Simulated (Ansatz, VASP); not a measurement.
SiB4W: VASP beside Ansatz

Contents of INCAR:

```
SYSTEM = SiB4W
PREC = Accurate
ENCUT = 600
EDIFF = 1E-6
ISMEAR = 0
SIGMA = 0.1
LREAL = .FALSE.
LASPH = .TRUE.
NELM = 60
ALGO = Normal
ISIF = 3
LWAVE = .FALSE.
LCHARG = .FALSE.
GGA = PE
IBRION = 2
NSW = 90
EDIFFG = -0.04
```

The input KPOINTS:

```
Automatic mesh
0
G
  6 6 4
  0 0 0
```

The input POSCAR:

```
SiB4W
1.0
    3.3266944400      0.0000000000      0.0000000000
    0.0000000000      3.3266944400      0.0000000000
    0.0000000000      0.0000000000      4.7874598400
Si B W
1 4 1
Direct
    0.5000000000      0.5000000000      0.5000000000
    0.5000000000      0.0000000000      0.7327468400
    0.0000000000      0.5000000000      0.2672531600
    0.5000000000      0.0000000000      0.2672531600
    0.0000000000      0.5000000000      0.7327468400
    0.0000000000      0.0000000000      0.0000000000
```

Input for Ansatz:

```yaml
crystal:
  lattice:
    - [3.32669444, 0.0, 0.0]
    - [0.0, 3.32669444, 0.0]
    - [0.0, 0.0, 4.78745984]
  atoms:
    - { symbol: Si, position: [0.5, 0.5, 0.5] }
    - { symbol: B, position: [0.5, 0.0, 0.73274684] }
    - { symbol: B, position: [0.0, 0.5, 0.26725316] }
    - { symbol: B, position: [0.5, 0.0, 0.26725316] }
    - { symbol: B, position: [0.0, 0.5, 0.73274684] }
    - { symbol: W, position: [0.0, 0.0, 0.0] }
basis:
  ecutwfc: 420
kpoints:
  mp_grid: { grid: [6, 6, 4] }
hamiltonian:
  xc: pbe
scf:
  occupations: { method: gaussian, width: 0.1 }
  lower_state_search: "off"
output:
  forces: true
  stress: true
  eigenvalues: true
relax:
  adjacent_minimum: "off"
  f_tol: 0.04
  max_steps: 70
  cell: { stress_tol: 0.4 }
```

Change from the starting cell: species swapped into the NaHoF4 type (P4/mmm, No. 123).

Alike in both runs: task relaxation of cell and atoms; functional PBE; k mesh 6 × 6 × 4; occupations gaussian, width 0.1 eV; no spin polarisation.

|  | VASP | Ansatz |
| --- | --- | --- |
| version | VASP 6.6.1 | Ansatz 0.2.0 |
| potentials or method | VASP PAW PBE potentials, release 64 (Si, B, W_sv), cutoff 600 eV | scalar-relativistic, plane waves, PAW |
| valence electrons in the cell | 30 | 30 |

|  | VASP | Ansatz | Ansatz less VASP |
| --- | --- | --- | --- |
| gap on the k mesh at the Fermi level, each at its own relaxed structure (eV) | none | none | - |
| relaxed volume (Å³/atom) | 9.47 | 9.48 | +0.009 |
| relaxed cell length with the largest relative difference (Å) | 6.629 | 6.634 | +0.0054 |

A gap of «none» marks a metal or a gap that the smearing closes.

Spin-orbit coupling is off throughout.
